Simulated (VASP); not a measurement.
Crystal: Be3TeO2.

```
CELL_PARAMETERS angstrom
2.34035 -6.03005 0.00000
2.34035 6.03005 0.00000
0.00000 0.00000 2.68738
ATOMIC_POSITIONS crystal
Be 0.76135 0.23865 0.00000
Be 0.23865 0.76135 0.00000
Be 0.50000 0.50000 0.50000
Te 0.00000 0.00000 0.00000
O 0.50000 0.00000 0.50000
O 0.00000 0.50000 0.50000
```

- Program: VASP 6.6.1
- Task: relaxation of cell and atoms
- Functional: PBE
- Potentials or basis: VASP PAW PBE potentials, release 64 (Be, Te, O)
- Cutoff: 600 eV
- k mesh: 4 × 4 × 6
- Occupations: gaussian, width 0.1 eV
- Spin: no spin polarisation

At the start: pressure -2.4 GPa; volume 12.64 Å³/atom.

Problem. Where does the relaxation end?

Solution. Over 14 steps the energy falls by 75.9 meV/atom and the volume is 13.47 Å³/atom (+6.6 %); space group Cmmm (No. 65, to 0.05 Å).

The path:
| step | energy change (eV) | largest force (eV/Å) | pressure (GPa) | volume (Å³) |
| --- | --- | --- | --- | --- |
| 1 | 0.0000 | 0.3260 | -2.43 | 75.85 |
| 2 | -0.1328 | 0.2855 | 7.36 | 73.38 |
| 3 | -0.4062 | 0.3153 | 1.99 | 74.53 |
| 4 | -0.4061 | 0.3147 | 2.10 | 74.50 |
| 5 | -0.4214 | 0.2201 | -0.27 | 76.05 |
| 6 | -0.4214 | 0.2189 | -0.30 | 76.07 |
| 7 | -0.4307 | 0.1429 | -0.07 | 76.34 |
| 8 | -0.4426 | 0.0776 | 0.21 | 77.14 |
| 9 | -0.4455 | 0.0931 | 0.93 | 77.66 |
| 10 | -0.4460 | 0.0892 | 0.74 | 77.53 |
| 11 | -0.4506 | 0.0654 | 0.23 | 78.54 |
| 12 | -0.4532 | 0.0085 | -0.84 | 80.97 |
| 13 | -0.4535 | 0.0225 | -0.59 | 80.38 |
| 14 | -0.4556 | 0.0243 | 0.12 | 80.84 |

Final structure:
```xyz
6
Lattice="2.4135 -6.5440 0.0000 2.4135 6.5440 0.0000 0.0000 0.0000 2.5591" Properties=species:S:1:pos:R:3 pbc="T T T"
Be    2.4135   -3.3273    0.0000
Be    2.4135    3.3273    2.5591
Be    2.4135    0.0000    1.2796
Te    2.4135   -6.5440    0.0000
O     1.2067   -3.2720    1.2796
O     3.6202   -3.2720    1.2796
```

Caveat: the k points lie up to 0.41 Å⁻¹ apart in the final cell.
